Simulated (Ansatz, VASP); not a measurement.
## One calculation of WC, two programs

```
W C
1.0
     2.90650    0.00000    0.00000
    -1.45325    2.51710    0.00000
     0.00000    0.00000    2.83660
W C
1 1
Direct
  0.00000 0.00000 0.00000
  0.66667 0.33333 0.50000
```

Alike in both runs: task single point; functional PBE; k mesh 10 × 10 × 9; occupations gaussian, width 0.019 eV; no spin polarisation.

```csv
,VASP,Ansatz
version,VASP 6.6.1,Ansatz 0.2.0
potentials or method,"VASP PAW PBE potentials, release 64 (W_sv, C), cutoff 600 eV","all-electron LAPW, scalar-relativistic"
```

```csv
,VASP,Ansatz,Ansatz less VASP
gap on the k mesh at the Fermi level (eV),none,none,-
pressure (GPa),6.6,5.7,-0.91
"traceless stress, the component that is largest in VASP (GPa)",-0.45,-0.61,-0.158
```

A gap of «none» marks a metal or a gap that the smearing closes. Ansatz ran all-electron here, and VASP with PAW potentials.

Spin-orbit coupling is off throughout.
